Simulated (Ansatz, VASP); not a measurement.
CdO: VASP beside Ansatz

```
Cd O
1.0
     0.00000    2.34361    2.34361
     2.34361    0.00000    2.34361
     2.34361    2.34361    0.00000
Cd O
1 1
Direct
  0.00000 0.00000 0.00000
  0.50000 0.50000 0.50000
```

Alike in both runs: task single point; functional PBE; k mesh 7 × 7 × 7; occupations fermi-dirac, width 0.1068 eV; no spin polarisation.

|  | VASP | Ansatz |
| --- | --- | --- |
| version | VASP 6.6.1 | Ansatz 0.2.0 |
| potentials or method | VASP PAW PBE potentials, release 64 (Cd_sv_GW, O), cutoff 700 eV | PAW plane waves |
| valence electrons in the cell | 26 | 26 |

```csv
,VASP,Ansatz,Ansatz less VASP
gap on the k mesh at the Fermi level (eV),none,none,-
pressure (GPa),7.1,7.3,+0.20
```

A gap of «none» marks a metal or a gap that the smearing closes. The functional is the same, so the differences come from potentials, cutoffs and numerics.
